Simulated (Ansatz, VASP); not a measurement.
One calculation of Ru, two programs

```
Ru
1.0
     2.70580    0.00000    0.00000
    -1.35290    2.34329    0.00000
     0.00000    0.00000    4.28190
Ru
2
Direct
  0.66667 0.33333 0.75000
  0.33333 0.66667 0.25000
```

Alike in both runs: task single point; functional r2SCAN; dispersion rVV10; k mesh 11 × 11 × 6; occupations fermi-dirac, width 0.05 eV; no spin polarisation.

```csv
,VASP,Ansatz
version,VASP 6.6.1,Ansatz 0.2.0
potentials or method,"VASP PAW PBE potentials, release 64 (Ru_pv)",Ansatz PAW
plane-wave cutoff (eV),520,500
valence electrons in the cell,28,32
```

```csv
,VASP,Ansatz,Ansatz less VASP
gap on the k mesh at the Fermi level (eV),none,none,-
pressure (GPa),-2.7,-4.6,-1.98
"traceless stress, the component that is largest in VASP (GPa)",-0.54,-0.65,-0.113
```

VASP's potentials were made for PBE, not for r2SCAN. A gap of «none» marks a metal or a gap that the smearing closes. VASP's potentials hold 28 valence electrons a cell and Ansatz's 32, so a difference there can come from the potentials and not from the codes.
